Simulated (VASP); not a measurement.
HfO2: single point with PBE

The system is HfO2.

```xyz
6
Lattice="3.6043 0.0000 0.0000 0.0000 3.6043 0.0000 0.0000 0.0000 5.2640" Properties=species:S:1:pos:R:3 pbc="T T T"
Hf    1.8022    1.7885    2.6320
Hf    0.0000   -0.0136    0.0000
O     0.0000    1.9522    3.6493
O     1.8022    0.1500    4.2467
O     1.8022    0.0021    1.6147
O     0.0000    1.8042    1.0173
```

This cell differs from its parent crystal: mode 4 (23.4 1/cm) frozen in, largest displacement +0.150 Å.

```json
{"Program": "VASP 6.6.1", "Task": "single point", "Functional": "PBE", "Potentials or basis": "VASP PAW PBE potentials, release 64 (Hf_pv, O)", "Cutoff": "520 eV", "k mesh": "6 × 6 × 4", "Occupations": "gaussian, width 0.05 eV", "Spin": "no spin polarisation"}
```

```yaml
Pressure: -3.0 GPa
Largest_force: 0.178 eV/Å
Band_gap_on_the_k_mesh: 4.64 eV, indirect (least direct gap 4.68 eV)
```

Forces on the atoms (eV/Å):
```
Hf   0.000  0.037 -0.024
Hf   0.000  0.037  0.024
O    0.000 -0.031 -0.175
O    0.000 -0.031  0.175
O    0.000 -0.006  0.000
O    0.000 -0.006  0.000
```

Stress tensor (GPa, compression positive):
```
-3.74  0.00  0.00
 0.00 -2.01  0.00
 0.00  0.00 -3.27
```

Levels at points of the mesh, in eV from the valence-band top:
```
           k point  band 19  band 20  band 21  band 22  band 23  band 24  band 25  band 26
(0.00, 0.00, 0.00)    -0.83    -0.15    -0.09    -0.04     4.64     4.73     5.82     5.94
(0.50, 0.00, 0.00)    -1.33    -1.33    -0.19    -0.19     4.88     4.88     6.06     6.06
(0.00, 0.50, 0.00)    -1.41    -1.41    -0.21    -0.21     5.03     5.03     6.00     6.00
(0.50, 0.50, 0.00)    -0.73    -0.73    -0.62    -0.62     5.74     5.74     5.91     5.91
(0.00, 0.00, 0.50)    -0.78    -0.74    -0.02     0.00     5.23     5.33     5.52     5.58
(0.50, 0.00, 0.50)    -1.40    -1.40    -0.92    -0.92     4.96     4.96     5.68     5.68
(0.00, 0.50, 0.50)    -1.39    -1.39    -0.86    -0.86     5.11     5.11     5.51     5.51
(0.50, 0.50, 0.50)    -1.38    -1.38    -0.13    -0.13     5.79     5.79     6.17     6.17
```

It took 87 s on 1 thread of Intel(R) Xeon(R) Platinum 8488C (Sapphire Rapids), with other jobs on the host, peak memory 0.23 GiB.

Caveat: the cell differs from its parent crystal (mode 4 (23.4 1/cm) frozen in, largest displacement +0.150 Å); spin-orbit coupling is left out, which moves the levels of the heavy elements. A k mesh can miss the band edges.
